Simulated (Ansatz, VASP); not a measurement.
GaP2: VASP beside Ansatz

```xyz
6
Lattice="2.5550 -0.1138 -0.0008 -0.1125 2.5390 0.0003 -0.0023 -0.0019 15.4030" Properties=species:S:1:pos:R:3 pbc="T T T"
Ga   -0.0028    0.0001    3.8552
Ga   -0.0027   -0.0039   11.5481
P    -0.0035   -0.0030    6.5252
P    -0.0029   -0.0007   14.2263
P     0.0046    0.0018    1.1771
P     0.0002    0.0001    8.8771
```

Change from the starting cell: cell x2, atoms moved at random (sigma 0.05 Å) and cell strained at random (1.5 %), then relaxed without symmetry.

Alike in both runs: functional PBE; k mesh 8 × 8 × 2; occupations gaussian, width 0.2 eV; no spin polarisation.

Ansatz relaxed the structure, and its values are those at the end. VASP's run is a single point on that final structure, the one shown.

|  | VASP | Ansatz |
| --- | --- | --- |
| version | VASP 6.6.1 | Ansatz 0.2.0 |
| potentials or method | VASP PAW PBE potentials, release 64 (Ga_d, P), cutoff 520 eV | scalar-relativistic, plane waves, PAW |
| valence electrons in the cell | 46 | 46 |

```csv
,VASP,Ansatz,Ansatz less VASP
gap on the k mesh at the Fermi level (eV),none,none,-
pressure (GPa),0.0,0.1,+0.05
rms of the force components (eV/Å),0.015,0.005,-0.0097
```

A gap of «none» marks a metal or a gap that the smearing closes.
